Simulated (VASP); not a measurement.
# SnO2 (P4_2/mnm) in VASP: a series of runs, part 2 of 3

VASP 6.6.1.

### 3 Single point, r2SCAN (uniaxial strain along c: +3.0 %)

Input file POSCAR:

```
SnO2
1.0
    4.7235065610      0.0000000000      0.0000000000
    0.0000000000      4.7235065610      0.0000000000
    0.0000000000      0.0000000000      3.2973080635
Sn O
2 4
Direct
    0.5000000000      0.5000000000      0.5000000000
    0.0000000000      0.0000000000      0.0000000000
    0.1936126882      0.8063873118      0.5000000000
    0.8063873118      0.1936126882      0.5000000000
    0.3063873118      0.3063873118      0.0000000000
    0.6936126882      0.6936126882      0.0000000000
```

Input file INCAR.step1:

```
SYSTEM = SnO2
PREC = Accurate ; ENCUT = 520
ISMEAR = 0 ; SIGMA = 0.02
LREAL = .False. ; LASPH = .True.
NELM = 60 ; NBANDS = 35
GGA = PE ; ALGO = Normal
EDIFF = 1E-4 ; LWAVE = .True.
LCHARG = .False.
```

Input file INCAR.step2:

```
SYSTEM = SnO2
PREC = Accurate ; ENCUT = 520
EDIFF = 1E-6 ; ISMEAR = 0
SIGMA = 0.02 ; LREAL = .False.
LASPH = .True. ; NELM = 60
ALGO = Normal ; ISIF = 2
LWAVE = .False. ; LCHARG = .False.
METAGGA = R2SCAN ; LMIXTAU = .True.
NBANDS = 35 ; ISTART = 1
```

Input file KPOINTS:

```
Automatic mesh
0
Gamma
  6 6 8
  0 0 0
```

Potentials or basis: VASP PAW PBE potentials, release 64 (Sn_d, O).

Launch:

```
$ cat potpaw_PBE.64/Sn_d/POTCAR potpaw_PBE.64/O/POTCAR > POTCAR
$ cp INCAR.step1 INCAR
$ mpirun -np 1 vasp_std > vasp.out
$ cp INCAR.step2 INCAR
$ mpirun -np 1 vasp_std > vasp.out
```

OUTCAR:

```text
SYSTEM = SnO2
   PREC = Accurate
   ENCUT = 520
   EDIFF = 1E-6
   ISMEAR = 0
   LREAL = .False.
   LASPH = .True.
   NELM = 60
   ISIF = 2
   METAGGA = R2SCAN
   ISTART = 1

 ion  position               nearest neighbor table
   1  0.500  0.500  0.500-   3 2.05   4 2.05   5 2.10   6 2.10   5 2.10   6 2.10   2 3.72   2 3.72
                             2 3.72   2 3.72   2 3.72   2 3.72   2 3.72   2 3.72
   2  0.000  0.000  0.000-   5 2.05   6 2.05   3 2.10   4 2.10   3 2.10   4 2.10   1 3.72   1 3.72
                             1 3.72   1 3.72   1 3.72   1 3.72   1 3.72   1 3.72
   3  0.194  0.806  0.500-   1 2.05   2 2.10   2 2.10
   4  0.806  0.194  0.500-   1 2.05   2 2.10   2 2.10
   5  0.306  0.306  0.000-   2 2.05   1 2.10   1 2.10
   6  0.694  0.694  0.000-   2 2.05   1 2.10   1 2.10

  LATTYP: Found a simple tetragonal cell.
 ALAT       =     4.7235065610
 C/A-ratio  =     0.6980636146

  Lattice vectors:

 A1 = (   4.7235065610,   0.0000000000,   0.0000000000)
 A2 = (   0.0000000000,   4.7235065610,   0.0000000000)
 A3 = (   0.0000000000,   0.0000000000,   3.2973080635)

Analysis of symmetry for initial positions (statically):
=====================================================================
 Subroutine PRICEL returns:
 Original cell was already a primitive cell.

 Routine SETGRP: Setting up the symmetry group for a
 simple tetragonal supercell.

 Subroutine GETGRP returns: Found 16 space group operations
 (whereof  8 operations were pure point group operations)
 out of a pool of 16 trial point group operations.

The static configuration has the point symmetry D_2h.
 The point group associated with its full space group is D_4h.

Analysis of symmetry for dynamics (positions and initial velocities):
=====================================================================
 Subroutine PRICEL returns:
 Original cell was already a primitive cell.

 Routine SETGRP: Setting up the symmetry group for a
 simple tetragonal supercell.

 Subroutine GETGRP returns: Found 16 space group operations
 (whereof  8 operations were pure point group operations)
 out of a pool of 16 trial point group operations.

The dynamic configuration has the point symmetry D_2h.
 The point group associated with its full space group is D_4h.

 Subroutine INISYM returns: Found 16 space group operations
 (whereof  8 operations are pure point group operations),
 and found     1 'primitive' translations

----------------------------------------------------------------------------------------

                                     Primitive cell

  volume of cell :      73.5679

  direct lattice vectors                    reciprocal lattice vectors
     4.723506561  0.000000000  0.000000000     0.211707126  0.000000000  0.000000000
     0.000000000  4.723506561  0.000000000     0.000000000  0.211707126  0.000000000
     0.000000000  0.000000000  3.297308064     0.000000000  0.000000000  0.303277698

  length of vectors
     4.723506561  4.723506561  3.297308064     0.211707126  0.211707126  0.303277698

  position of ions in fractional coordinates (direct lattice)
     0.500000000  0.500000000  0.500000000
     0.000000000  0.000000000  0.000000000
     0.193612688  0.806387312  0.500000000
     0.806387312  0.193612688  0.500000000
     0.306387312  0.306387312  0.000000000
[... 33 lines left out ...]
 ===========================================

 Found     50 irreducible k-points:

 Following reciprocal coordinates:
            Coordinates               Weight
  0.000000  0.000000  0.000000      1.000000
  0.166667  0.000000  0.000000      4.000000
  0.333333  0.000000  0.000000      4.000000
  0.500000  0.000000  0.000000      2.000000
  0.166667  0.166667  0.000000      4.000000
  0.333333  0.166667  0.000000      8.000000
[... 16 lines left out ...]
  0.333333  0.000000  0.250000      8.000000
  0.500000  0.000000  0.250000      4.000000
 [... further k-points ...]
   k-points           NKPTS =     50   k-points in BZ     NKDIM =     50   number of bands    NBANDS=     35
   number of dos      NEDOS =    301   number of ions     NIONS =      6
   total plane-waves  NPLWV =  36288
   dimension x,y,z NGX =    36 NGY =   36 NGZ =   28
   dimension x,y,z NGXF=    72 NGYF=   72 NGZF=   56
   ions per type =               2   4
   NGX,Y,Z   is equivalent  to a cutoff of  12.67, 12.67, 14.12 a.u.
   NGXF,Y,Z  is equivalent  to a cutoff of  25.34, 25.34, 28.23 a.u.
 SYSTEM =  SnO2
   PREC   = accura    normal or accurate (medium, high low for compatibility)
   ISTART =      1    job   : 0-new  1-cont  2-samecut
   ICHARG =      0    charge: 1-file 2-atom 10-const
   ISPIN  =      1    spin polarized calculation?
   LNONCOLLINEAR =      F non collinear calculations
   LSORBIT =      F    spin-orbit coupling
   LASPH  =      T    aspherical Exc in radial PAW
   ENCUT  =  520.0 eV  38.22 Ry    6.18 a.u.   8.78  8.78  6.13*2*pi/ulx,y,z
   NELM   =     60;   NELMIN=  2; NELMDL=  0     # of ELM steps
   EDIFF  = 0.1E-05   stopping-criterion for ELM
   LREAL  =      F    real-space projection
   EDIFFG = 0.1E-04   stopping-criterion for IOM
   NSW    =      0    number of steps for IOM
   IBRION =     -1    ionic relax: 0-MD 1-quasi-New 2-CG
   NFREE  =      0    steps in history (QN), initial steepest desc. (CG)
   ISIF   =      2    stress and relaxation
   ISYM   =      2    0-nonsym 1-usesym 2-fastsym
   POTIM  = 0.5000    time-step for ionic-motion
   TEBEG  =    0.0;   TEEND  =   0.0 temperature during run
   PSTRESS=    0.0 pullay stress
   NELECT =      52.0000    total number of electrons
   NUPDOWN=      -1.0000    fix difference up-down
   EMIN   =  10.00;   EMAX   =-10.00  energy-range for DOS
   EFERMI =   0.00;   METHOD = LEGACY
   ISMEAR =     0;   SIGMA  =   0.02  broadening in eV -4-tet -1-fermi 0-gaus
   EFERMI_NEDOS =   21; number of points for ismear=-14 and -15
   IALGO  =     38    algorithm
   IMIX   =      4    mixing-type and parameters
     AMIX     =   0.40;   BMIX     =  1.00
     AMIX_MAG =   1.60;   BMIX_MAG =  1.00
  volume/ion in A,a.u.               =      12.26        82.74
  Fermi-wavevector in a.u.,A,eV,Ry     =   1.458298  2.755785 28.934618  2.126634
  Thomas-Fermi vector in A             =   2.574999
   LORBIT       =      0    0 simple, 1 ext, 2 COOP (PROOUT), +10 PAW based schemes
   METAGGA = R2SCAN    functional components
   LHFCALC =     F    Hartree Fock is set to
   AEXX    =    0.0000 exact exchange contribution
   IVDW    =     0    specifies the selected vdW correction
   LEPSILON=     F    determine dielectric tensor
   LRPA    =     F    only Hartree local field effects (RPA)
 non-spin polarized calculation
 Gauss-broadening in eV      SIGMA  =   0.02
  energy-cutoff  :      520.00
  volume of cell :       73.57
 maximum number of plane-waves:      2032
 NGX is ok and might be reduce to    36
   NGX = 17   NGY = 17   NGZ = 13

 number of electron      51.9999988 magnetization

 Free energy of the ion-electron system (eV)
  ---------------------------------------------------
  ext. energy  EPLUGINS =         0.00000000
  ---------------------------------------------------
  free energy    TOTEN  =       -84.57744732 eV

  energy without entropy =      -84.57744732  energy(sigma->0) =      -84.57744732

 E-fermi :   5.5640     XC(G=0): -11.9016

 val. band max:        5.3987742553   @ k =   0.0000   0.0000   0.0000
 cond. band min:       6.9130565929   @ k =   0.0000   0.0000   0.0000
 fundamental gap:      1.5142823376
 Fermi energy:         5.5640134220

 k-point     1 :       0.0000    0.0000    0.0000
  band No.  band energies     occupation
      1     -16.2885      2.00000
      2     -15.3436      2.00000
      3     -15.1721      2.00000
      4     -15.1642      2.00000
      5     -15.1642      2.00000
      6     -15.1476      2.00000
[... 901 lines left out ...]
     34      18.6142      0.00000
     35      18.7692      0.00000

 [... further k-points ...]
[... 5 lines left out ...]
  --------------------------------------------------------------------------------------
  -------------------------------------------------------------------------------------
  Total       -0.1405707     -0.1405707     -4.0492367     -0.0000000      0.0000000      0.0000000
  in kB       -3.0613764     -3.0613764    -88.1850919     -0.0000000      0.0000000      0.0000000
  external PRESSURE =     -31.4359482 kB  Pullay stress =       0.0000000 kB

 VOLUME and BASIS-vectors are now :
 -----------------------------------------------------------------------------
  energy-cutoff  :      520.00
  volume of cell :       73.57
      direct lattice vectors                 reciprocal lattice vectors
     4.723506561  0.000000000  0.000000000     0.211707126  0.000000000  0.000000000
     0.000000000  4.723506561  0.000000000     0.000000000  0.211707126  0.000000000
     0.000000000  0.000000000  3.297308064     0.000000000  0.000000000  0.303277698

 POSITION                                       TOTAL-FORCE (eV/Angst)
 -----------------------------------------------------------------------------------
      2.36175      2.36175      1.64865         0.000000     -0.000000      0.000000
      0.00000      0.00000      0.00000         0.000000     -0.000000      0.000000
      0.91453      3.80898      1.64865        -0.041447      0.041447      0.000000
      3.80898      0.91453      1.64865         0.041447     -0.041447      0.000000
      1.44722      1.44722      0.00000         0.041447      0.041447     -0.000000
      3.27628      3.27628      0.00000        -0.041447     -0.041447      0.000000
 -----------------------------------------------------------------------------------
    total drift:                                0.000000      0.000000      0.000000

  FREE ENERGIE OF THE ION-ELECTRON SYSTEM (eV)
  ---------------------------------------------------
  free  energy   TOTEN  =       -84.5774473221 eV

  energy  without entropy=      -84.5774473221  energy(sigma->0) =      -84.57744732
```

It took 2.6 min on 1 thread of Intel Xeon 6975P-C (Granite Rapids), shared host; peak memory 0.25 GiB.

Results:

```yaml
Free_energy: -84.5774 eV
Pressure: -3.1 GPa
Largest_force: 0.059 eV/Å
Band_gap_on_the_k_mesh: 1.51 eV, direct
```

Forces in eV/Å, atoms in the order of the input:
```
Sn   0.000  0.000  0.000
Sn   0.000  0.000  0.000
O   -0.041  0.041  0.000
O    0.041 -0.041  0.000
O    0.041  0.041  0.000
O   -0.041 -0.041  0.000
```

Stress tensor (GPa, compression positive):
```
-0.31  0.00  0.00
 0.00 -0.31  0.00
 0.00  0.00 -8.82
```

Levels at points of the mesh, in eV from the valence-band top:
| k point | band 23 | band 24 | band 25 | band 26 | band 27 | band 28 | band 29 | band 30 |
| --- | --- | --- | --- | --- | --- | --- | --- | --- |
| (0.00, 0.00, 0.00) | -1.29 | -0.71 | -0.71 | 0.00 | 1.51 | 6.31 | 6.71 | 6.71 |
| (0.50, 0.00, 0.00) | -1.23 | -1.23 | -0.58 | -0.58 | 4.80 | 4.80 | 7.44 | 7.44 |
| (0.50, 0.50, 0.00) | -1.38 | -1.38 | -0.82 | -0.82 | 5.14 | 5.14 | 7.93 | 7.93 |
| (0.00, 0.00, 0.50) | -1.64 | -1.64 | -1.22 | -1.22 | 6.64 | 6.64 | 10.51 | 10.51 |
| (0.50, 0.00, 0.50) | -1.04 | -1.04 | -0.61 | -0.61 | 6.96 | 6.96 | 8.90 | 8.90 |
| (0.50, 0.50, 0.50) | -0.90 | -0.90 | -0.77 | -0.77 | 5.41 | 5.41 | 9.58 | 9.58 |

Caveat: the cell differs from its parent crystal (uniaxial strain along c: +3.0 %); the PAW data sets were made with another functional, which shifts forces and pressure a little; spin-orbit coupling is left out, which moves the levels of the heavy elements.

(Part 2 of 3 ends here.)
